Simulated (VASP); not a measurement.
The system is PbO (Litharge).

```
Pb O
1.0
     3.98040    0.00000    0.00000
     0.00000    3.98040    0.00000
     0.00000    0.00000    5.00091
Pb O
2 2
Direct
  0.00000 0.50000 0.23663
  0.50000 0.00000 0.76337
  0.00000 0.00000 0.00000
  0.50000 0.50000 0.00000
```

Base run:

| Item | Value |
| --- | --- |
| Program | VASP 6.6.1 |
| Functional | PBE |
| Potentials or basis | VASP PAW PBE potentials, release 64 (Pb_d, O) |
| Cutoff | 520 eV |
| k mesh | 4 × 4 × 4 |
| Occupations | gaussian, width 0.01 eV |
| Spin | no spin polarisation |

Its results: band gap on the k mesh 1.23 eV, indirect (least direct gap 2.27 eV); pressure 4.6 GPa; largest force 0.398 eV/Å.

Task: The run is repeated on the same cell with these changes: functional from PBE to r2SCAN. What comes out?

Result: Band gap on the k mesh 1.53 eV, indirect (least direct gap 2.69 eV); pressure 1.7 GPa; largest force 0.094 eV/Å.

r2SCAN gives the wider gap, since meta-GGAs in the generalised Kohn-Sham scheme recover part of the derivative discontinuity.

Caveats: spin-orbit coupling is left out, which moves the levels of the heavy elements; the PAW data sets were made with another functional, which shifts forces and pressure a little (some runs).

A k mesh can miss the band edges.
